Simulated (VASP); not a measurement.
A run of VASP 6.6.1:

Contents of INCAR:

```
SYSTEM = BP
  ALGO = Normal
  EDIFF = 1E-8
  ENCUT = 500
  GGA = PE
  GGA_COMPAT = .False.
  IBRION = 6
  ISIF = 2
  ISMEAR = 0
  IVDW = 12
  LASPH = .True.
  LCHARG = .False.
  LREAL = .False.
  LWAVE = .False.
  NBANDS = 11
  NELM = 120
  NFREE = 2
  NSW = 1
  POTIM = 0.015
  PREC = Accurate
  SIGMA = 0.01
```

Contents of KPOINTS:

```
k-points
0
Gamma
  10 10 10
  0 0 0
```

Contents of POSCAR:

```
BP
1.0
    0.0000000000      2.2537365567      2.2537365567
    2.2537365567      0.0000000000      2.2537365567
    2.2537365567      2.2537365567      0.0000000000
B P
1 1
Direct
    0.0000000000      0.0000000000      0.0000000000
    0.2500000000      0.2500000000      0.2500000000
```

Potentials or basis: VASP PAW PBE potentials, release 64 (B, P).

Run with:

```console
$ cat potpaw_PBE.64/B/POTCAR potpaw_PBE.64/P/POTCAR > POTCAR
$ mpirun -np 1 vasp_std > vasp.out
```

Hardware: 1 thread of AMD EPYC 9R45 96-Core Processor (Zen 5), with other jobs on the host.

Estimate the wall time of this run.

Run time: 56 s on 1 thread of AMD EPYC 9R45 96-Core Processor (Zen 5), on a shared host, peak memory 0.17 GiB. Counts: scf iterations 43, k points 47.
